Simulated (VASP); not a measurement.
# MgO2 (Pa-3) in VASP: further runs, part 2 of 2

VASP 6.6.1.

### 3 Electric field gradients, PBEsol

INCAR

```
SYSTEM = MgO2
PREC = Accurate ; ENCUT = 520
EDIFF = 1E-8 ; ISMEAR = 0
SIGMA = 0.01 ; LREAL = .FALSE.
LASPH = .TRUE. ; NELM = 60
ALGO = Normal ; ISIF = 2
LWAVE = .FALSE. ; LCHARG = .FALSE.
GGA = PS ; LEFG = .TRUE.
NBANDS = 40
```

KPOINTS

```
regular mesh
0
G
  6 6 6
  0 0 0
```

POSCAR

```
MgO2
1.0
    4.8408307549      0.0000000000      0.0000000000
    0.0000000000      4.8408307549      0.0000000000
    0.0000000000      0.0000000000      4.8408307549
Mg O
4 8
Direct
    0.0000000000      0.5000000000      0.5000000000
    0.5000000000      0.5000000000      0.0000000000
    0.5000000000      0.0000000000      0.5000000000
    0.0000000000      0.0000000000      0.0000000000
    0.4116319357      0.0883680643      0.9116319357
    0.0883680643      0.9116319357      0.4116319357
    0.9116319357      0.4116319357      0.0883680643
    0.5883680643      0.5883680643      0.5883680643
    0.4116319357      0.4116319357      0.4116319357
    0.0883680643      0.5883680643      0.9116319357
    0.9116319357      0.0883680643      0.5883680643
    0.5883680643      0.9116319357      0.0883680643
```

Potentials or basis: VASP PAW PBE potentials, release 64 (Mg, O).

On the command line:

```console
$ cat potpaw_PBE.64/Mg/POTCAR potpaw_PBE.64/O/POTCAR > POTCAR
$ mpirun -np 1 vasp_std > vasp.out
```

OUTCAR:

```text
SYSTEM = MgO2
   PREC = Accurate
   ENCUT = 520
   EDIFF = 1E-8
   ISMEAR = 0
   LREAL = .FALSE.
   LASPH = .TRUE.
   NELM = 60
   ISIF = 2
   GGA = PS

 ion  position               nearest neighbor table
   1  0.000  0.500  0.500-   6 2.08   7 2.08   8 2.08   9 2.08  10 2.08  11 2.08   2 3.42   3 3.42
                             4 3.42   2 3.42   4 3.42   3 3.42   4 3.42   4 3.42   2 3.42   3 3.42
   2  0.500  0.500  0.000-   5 2.08   7 2.08   8 2.08   9 2.08  10 2.08  12 2.08   1 3.42   3 3.42
                             4 3.42   1 3.42   3 3.42   3 3.42   4 3.42   3 3.42   1 3.42   4 3.42
   3  0.500  0.000  0.500-   5 2.08   6 2.08   8 2.08   9 2.08  11 2.08  12 2.08   1 3.42   2 3.42
                             4 3.42   2 3.42   4 3.42   1 3.42   2 3.42   2 3.42   1 3.42   4 3.42
   4  0.000  0.000  0.000-   5 2.08   6 2.08   7 2.08  10 2.08  11 2.08  12 2.08   1 3.42   2 3.42
                             3 3.42   1 3.42   3 3.42   1 3.42   2 3.42   1 3.42   2 3.42   3 3.42
   5  0.412  0.088  0.912-  12 1.48   3 2.08   4 2.08   2 2.08
   6  0.088  0.912  0.412-  11 1.48   3 2.08   4 2.08   1 2.08
   7  0.912  0.412  0.088-  10 1.48   2 2.08   4 2.08   1 2.08
   8  0.588  0.588  0.588-   9 1.48   2 2.08   3 2.08   1 2.08
   9  0.412  0.412  0.412-   8 1.48   2 2.08   3 2.08   1 2.08
  10  0.088  0.588  0.912-   7 1.48   2 2.08   4 2.08   1 2.08
  11  0.912  0.088  0.588-   6 1.48   3 2.08   4 2.08   1 2.08
  12  0.588  0.912  0.088-   5 1.48   3 2.08   4 2.08   2 2.08

  LATTYP: Found a simple cubic cell.
 ALAT       =     4.8408307549

  Lattice vectors:

 A1 = (   4.8408307549,   0.0000000000,   0.0000000000)
 A2 = (   0.0000000000,   4.8408307549,   0.0000000000)
 A3 = (   0.0000000000,   0.0000000000,   4.8408307549)

Analysis of symmetry for initial positions (statically):
=====================================================================
 Subroutine PRICEL returns:
 Original cell was already a primitive cell.

 Routine SETGRP: Setting up the symmetry group for a
 simple cubic supercell.

 Subroutine GETGRP returns: Found 24 space group operations
 (whereof  6 operations were pure point group operations)
 out of a pool of 48 trial point group operations.
[... 1253 lines left out ...]
      0.42777      2.84819      4.41306         0.113980      0.113980     -0.113980
      4.41306      0.42777      2.84819        -0.113980      0.113980      0.113980
      2.84819      4.41306      0.42777         0.113980     -0.113980      0.113980
 -----------------------------------------------------------------------------------
    total drift:                                0.000000      0.000000     -0.000000

  FREE ENERGIE OF THE ION-ELECTRON SYSTEM (eV)
  ---------------------------------------------------
  free  energy   TOTEN  =       -69.7866756984 eV

  energy  without entropy=      -69.7866756984  energy(sigma->0) =      -69.78667570

 Electric field gradients (V/A^2)
---------------------------------------------------------------------
 ion       V_xx      V_yy      V_zz      V_xy      V_xz      V_yz
---------------------------------------------------------------------
   1       0.000    -0.000     0.000    -0.983     0.983    -0.983
   2       0.000    -0.000    -0.000    -0.983    -0.983     0.983
   3      -0.000    -0.000     0.000     0.983    -0.983    -0.983
   4       0.000    -0.000    -0.000     0.983     0.983     0.983
   5      -0.000     0.000     0.000  -147.647   147.647  -147.647
   6       0.000     0.000     0.000  -147.647  -147.647   147.647
   7       0.000     0.000     0.000   147.647  -147.647  -147.647
   8       0.000     0.000     0.000   147.647   147.647   147.647
   9       0.000     0.000     0.000   147.647   147.647   147.647
  10      -0.000     0.000     0.000   147.647  -147.647  -147.647
  11       0.000     0.000     0.000  -147.647  -147.647   147.647
  12      -0.000     0.000     0.000  -147.647   147.647  -147.647
---------------------------------------------------------------------

 Electric field gradients after diagonalization (V/A^2)
 (convention: |V_zz| > |V_xx| > |V_yy|)
----------------------------------------------------------------------
 ion       V_xx      V_yy      V_zz     asymmetry (V_yy - V_xx)/ V_zz
----------------------------------------------------------------------
   1      -0.983    -0.983     1.966       0.000
   2      -0.983    -0.983     1.966       0.000
   3      -0.983    -0.983     1.966       0.000
   4      -0.983    -0.983     1.966       0.000
   5    -147.647  -147.647   295.294       0.000
   6    -147.647  -147.647   295.294       0.000
   7    -147.647  -147.647   295.294       0.000
   8    -147.647  -147.647   295.294       0.000
   9    -147.647  -147.647   295.294       0.000
  10    -147.647  -147.647   295.294       0.000
  11    -147.647  -147.647   295.294       0.000
  12    -147.647  -147.647   295.294       0.000
----------------------------------------------------------------------

           NMR quadrupolar parameters

 Cq : quadrupolar parameter    Cq=e*Q*V_zz/h
 eta: asymmetry parameters     (V_yy - V_xx)/ V_zz
 Q  : nuclear electric quadrupole moment in mb (millibarn)
----------------------------------------------------------------------
 ion       Cq(MHz)       eta       Q (mb)
----------------------------------------------------------------------
   1       0.005       0.000       1.000
   2       0.005       0.000       1.000
   3       0.005       0.000       1.000
   4       0.005       0.000       1.000
   5       0.714       0.000       1.000
   6       0.714       0.000       1.000
   7       0.714       0.000       1.000
   8       0.714       0.000       1.000
   9       0.714       0.000       1.000
  10       0.714       0.000       1.000
  11       0.714       0.000       1.000
  12       0.714       0.000       1.000
----------------------------------------------------------------------
```

OSZICAR:

```text
N       E                     dE             d eps       ncg     rms          rms(c)
DAV:   1     0.303076800671E+03    0.30308E+03   -0.29870E+04  1960   0.132E+03
DAV:   2    -0.551075445365E+02   -0.35818E+03   -0.34755E+03  2416   0.287E+02
DAV:   3    -0.744450118535E+02   -0.19337E+02   -0.19202E+02  2392   0.705E+01
DAV:   4    -0.745907915966E+02   -0.14578E+00   -0.14565E+00  2320   0.669E+00
DAV:   5    -0.745918368958E+02   -0.10453E-02   -0.10452E-02  2320   0.545E-01    0.161E+01
DAV:   6    -0.703104113077E+02    0.42814E+01   -0.93736E+00  2280   0.149E+01    0.730E+00
DAV:   7    -0.698377494354E+02    0.47266E+00   -0.88227E-01  2256   0.508E+00    0.324E+00
DAV:   8    -0.697853043283E+02    0.52445E-01   -0.15631E-01  2184   0.274E+00    0.405E-01
DAV:   9    -0.697868031884E+02   -0.14989E-02   -0.25784E-02  2304   0.796E-01    0.220E-01
DAV:  10    -0.697866261200E+02    0.17707E-03   -0.27211E-03  2288   0.275E-01    0.449E-02
DAV:  11    -0.697866833135E+02   -0.57193E-04   -0.11670E-04  2376   0.652E-02    0.235E-02
DAV:  12    -0.697866753498E+02    0.79637E-05   -0.47691E-05  2288   0.344E-02    0.328E-03
DAV:  13    -0.697866757015E+02   -0.35169E-06   -0.78706E-07  2392   0.469E-03    0.964E-04
DAV:  14    -0.697866756984E+02    0.30750E-08   -0.15572E-08  1688   0.769E-04
   1 F= -.69786676E+02 E0= -.69786676E+02  d E =-.101789E-30
```

Run time: 38 s. Hardware: 1 thread of Intel Xeon 6975P-C (Granite Rapids), shared host; peak memory 0.24 GiB.

Results:

```
Free energy            : -69.7867 eV
Pressure               : -0.1 GPa
Largest force          : 0.197 eV/Å
Band gap on the k mesh : 3.95 eV, indirect (least direct gap 4.07 eV)
```

Forces on the atoms (eV/Å):
```
Mg   0.000  0.000  0.000
Mg   0.000  0.000  0.000
Mg   0.000  0.000  0.000
Mg   0.000  0.000  0.000
O   -0.114  0.114 -0.114
O    0.114 -0.114 -0.114
O   -0.114 -0.114  0.114
O    0.114  0.114  0.114
O   -0.114 -0.114 -0.114
O    0.114  0.114 -0.114
O   -0.114  0.114  0.114
O    0.114 -0.114  0.114
```

Levels at points of the mesh, in eV from the valence-band top:
```
           k point  band 24  band 25  band 26  band 27  band 28  band 29  band 30  band 31  band 32  band 33
(0.00, 0.00, 0.00)    -0.50    -0.50    -0.50     0.00     0.00     4.63     4.63     4.63     4.65     6.26
(0.50, 0.00, 0.00)    -0.88    -0.72    -0.72    -0.12    -0.12     4.01     4.01     4.50     4.50     8.60
(0.50, 0.50, 0.00)    -0.69    -0.50    -0.50    -0.50    -0.50     4.25     4.25     4.25     4.25     9.33
(0.50, 0.50, 0.50)    -0.75    -0.56    -0.56    -0.56    -0.56     4.57     4.57     4.57     4.57     9.16
```

Electric field gradients, principal values (V/Å²):
```
atom     least    middle  greatest (by size)
1 Mg    -0.983    -0.983               1.966
2 Mg    -0.983    -0.983               1.966
3 Mg    -0.983    -0.983               1.966
4 Mg    -0.983    -0.983               1.966
 5 O  -147.647  -147.647             295.294
 6 O  -147.647  -147.647             295.294
 7 O  -147.647  -147.647             295.294
 8 O  -147.647  -147.647             295.294
 9 O  -147.647  -147.647             295.294
10 O  -147.647  -147.647             295.294
11 O  -147.647  -147.647             295.294
12 O  -147.647  -147.647             295.294
```

Caveat: without QUAD_EFG the Cq values of the log hold for a quadrupole moment of 1 mb, not for the nuclei; the PAW data sets were made with another functional, which shifts forces and pressure a little. A k mesh can miss the band edges.
